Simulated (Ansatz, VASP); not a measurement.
**SiC: VASP beside Ansatz**

Contents of POSCAR:

```
SiC
1.0
    2.9521872073      0.0000000000      0.0000000000
   -1.4760936037      2.5566691183      0.0000000000
    0.0000000000      0.0000000000      4.6443135044
Si C
2 2
Direct
    0.3333333333      0.6666666667      0.0046028828
    0.6666666667      0.3333333333      0.5046028828
    0.3333333333      0.6666666667      0.3803971172
    0.6666666667      0.3333333333      0.8803971172
```

INCAR.step1

```
PREC = Accurate
ENCUT = 520
ISMEAR = 0
SIGMA = 0.05
LREAL = False
LASPH = True
NELM = 60
NBANDS = 16
GGA = PE
ALGO = Normal
EDIFF = 1E-4
LWAVE = True
LCHARG = False
```

INCAR.step2

```
PREC = Accurate
ENCUT = 520
EDIFF = 1E-6
ISMEAR = 0
SIGMA = 0.05
LREAL = False
LASPH = True
NELM = 60
ALGO = Normal
ISIF = 2
LWAVE = False
LCHARG = False
METAGGA = R2SCAN
LMIXTAU = True
NBANDS = 16
ISTART = 1
```

KPOINTS

```
regular mesh
0
Gamma
  12 12 6
```

Input for Ansatz:

```yaml
crystal:
  lattice:
    - [2.9521872073, 0.0, 0.0]
    - [-1.4760936037, 2.5566691183, 0.0]
    - [0.0, 0.0, 4.6443135044]
  atoms:
    - { symbol: Si, position: [0.3333333333, 0.6666666667, 0.0046028828] }
    - { symbol: Si, position: [0.6666666667, 0.3333333333, 0.5046028828] }
    - { symbol: C, position: [0.3333333333, 0.6666666667, 0.3803971172] }
    - { symbol: C, position: [0.6666666667, 0.3333333333, 0.8803971172] }
basis:
  ecutwfc: 500
kpoints:
  mp_grid: { grid: [12, 12, 6] }
hamiltonian:
  xc: r2scan
scf:
  occupations: { method: gaussian, width: 0.05 }
output:
  forces: true
  stress: true
  eigenvalues: true
```

Change from the starting cell: strain -0.040 along x and y, -0.080 along z, atoms carried along.

Alike in both runs: task single point; functional r2SCAN; k mesh 12 × 12 × 6; occupations gaussian, width 0.05 eV; no spin polarisation.

|  | VASP | Ansatz |
| --- | --- | --- |
| version | VASP 6.6.1 | Ansatz 0.2.0 |
| potentials or method | VASP PAW PBE potentials, release 64 (Si, C), cutoff 520 eV | scalar-relativistic, plane waves, PAW |
| valence electrons in the cell | 16 | 16 |

Ansatz gave:

```
gap on the k mesh at the Fermi level (eV)                     : 2.44
least direct gap on the mesh (eV)                             : 4.43
pressure (GPa)                                                : 51.9
traceless stress, the component that is largest in VASP (GPa) : 24.40
rms of the force components (eV/Å)                            : 0.584
```

**Question.** Estimate VASP's values.

**Answer.** gap on the k mesh at the Fermi level (eV): 2.45; least direct gap on the mesh (eV): 4.44; pressure (GPa): 51.5; traceless stress, the component that is largest in VASP (GPa): 24.51; rms of the force components (eV/Å): 0.579.

VASP's potentials were made for PBE, not for r2SCAN. Atom by atom the forces differ by 0.005 eV/Å (rms over components). Both programs put the cell under a high pressure, so it lies far from rest at this level. With one functional, cell and mesh, what is left measures potentials, basis and numerics.
